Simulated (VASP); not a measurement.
BaTiO3 (Barioperovskite): single point with PBE

BaTiO3 (Barioperovskite):

```xyz
5
Lattice="3.9316 0.0000 0.0000 0.0000 2.7986 2.8067 0.0000 -2.7986 2.8067" Properties=species:S:1:pos:R:3 pbc="T T T"
Ba    0.0000    0.0000    0.0000
Ti    1.9658    0.0000    2.8763
O     1.9658    1.3618    4.2019
O     1.9658   -1.3618    4.2019
O     0.0000    0.0000    2.7360
```

```yaml
Program: VASP 6.6.1
Task: single point
Functional: PBE
Potentials_or_basis: VASP PAW PBE potentials, release 64 (Ba_sv, Ti_sv, O)
Cutoff: 520 eV
k_mesh: 7 × 7 × 7
Occupations: fermi-dirac, width 0.05 eV
Spin: no spin polarisation
Dipole_correction: no
Further_INCAR_settings: ALGO = Normal; EDIFF = 1e-06; NBANDS = 28
```

| Property | Result |
| --- | --- |
| Pressure | 12.1 GPa |
| Largest force | 0.231 eV/Å |
| Band gap on the k mesh | 2.01 eV, indirect (least direct gap 2.10 eV) |

Forces in eV/Å, atoms in the order of the input:
```
Ba   0.000  0.000  0.161
Ti   0.000  0.000 -0.072
O    0.000  0.181 -0.143
O    0.000 -0.181 -0.143
O    0.000  0.000  0.197
```

Stress tensor (GPa, compression positive):
```
12.22  0.00  0.00
 0.00 12.35  0.00
 0.00  0.00 11.64
```

Levels at points of the mesh, in eV from the valence-band top:
```
           k point  band 17  band 18  band 19  band 20  band 21  band 22  band 23  band 24
(0.00, 0.00, 0.00)    -1.08    -0.25    -0.14    -0.09     2.01     2.07     2.24     4.37
```

Run time: 2.4 min on 1 thread of AMD EPYC 7R43 64-Core Processor (Zen 3), on a shared host, peak memory 0.21 GiB.

Caveat: spin-orbit coupling is left out, which moves the levels of the heavy elements. PBE gaps usually lie below the measured ones, often by a third to a half.
